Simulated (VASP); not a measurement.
## ScNb: single point with LDA

The system is ScNb.

```
CELL_PARAMETERS angstrom
3.06564 0.00000 0.00000
-1.53282 2.65493 0.00000
0.00000 0.00000 5.64282
ATOMIC_POSITIONS crystal
Sc 0.00000 0.00000 0.00000
Nb 0.33333 0.66667 0.50000
```

This cell differs from its parent crystal: strain +0.1125 x Voigt [0, 0, 1, 0, 0, 0].

```yaml
Program: VASP 6.6.1
Task: single point
Functional: LDA
Potentials_or_basis: VASP PAW LDA potentials, release 64 (Sc_sv, Nb_sv)
Cutoff: 520 eV
k_mesh: 18 × 18 × 10
Occupations: gaussian, width 0.15 eV
Spin: no spin polarisation
```

The pressure is -14.7 GPa. The band gap on the k mesh is zero (bands 12 and 13 overlap by 0.78 eV).

Stress tensor (GPa, compression positive):
```
-11.88   0.00   0.00
  0.00 -11.88   0.00
  0.00   0.00 -20.33
```

Levels at points of the mesh, in eV from the Fermi level:
```csv
k point,band 10,band 11,band 12,band 13,band 14,band 15
"(0.00, 0.00, 0.00)",-2.81,-0.04,0.24,0.58,0.58,1.85
"(0.50, 0.00, 0.00)",-1.86,-1.49,0.04,0.47,1.11,1.29
"(0.00, 0.00, 0.50)",-3.83,-0.98,0.38,0.55,0.55,1.62
"(0.50, 0.00, 0.50)",-2.34,-0.99,-0.54,1.58,1.60,1.84
```

Run time: 9 min on 1 thread of Intel(R) Xeon(R) Platinum 8259CL CPU @ 2.50GHz (Skylake/Cascade Lake) (shared host), peak memory 0.3 GiB.

Caveat: the cell differs from its parent crystal (strain +0.1125 x Voigt [0, 0, 1, 0, 0, 0]); the cell stands under tension.
